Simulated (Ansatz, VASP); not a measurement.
In3Se in VASP and in Ansatz

```
In Se
1.0
     4.80376    0.00000    0.00000
     0.00000    4.80376    0.00000
     0.00000    0.00000    4.80376
In Se
3 1
Cartesian
  0.0000 2.4019 2.4019
  2.4019 0.0000 2.4019
  2.4019 2.4019 0.0000
  0.0000 0.0000 0.0000
```

Alike in both runs: task single point; functional r2SCAN; k mesh 5 × 5 × 5; occupations gaussian, width 0.2 eV; no spin polarisation.

```csv
,VASP,Ansatz
version,VASP 6.6.1,Ansatz 0.2.0
potentials or method,"VASP PAW PBE potentials, release 64 (In_d, Se), cutoff 520 eV","plane waves, PAW"
valence electrons in the cell,45,55
```

|  | VASP | Ansatz | Ansatz less VASP |
| --- | --- | --- | --- |
| pressure (GPa) | -0.9 | -0.9 | +0.03 |

VASP's potentials were made for PBE, not for r2SCAN. The functional is the same, so the differences come from potentials, cutoffs and numerics. VASP's potentials hold 45 valence electrons a cell and Ansatz's 55, so a difference there can come from the potentials and not from the codes.
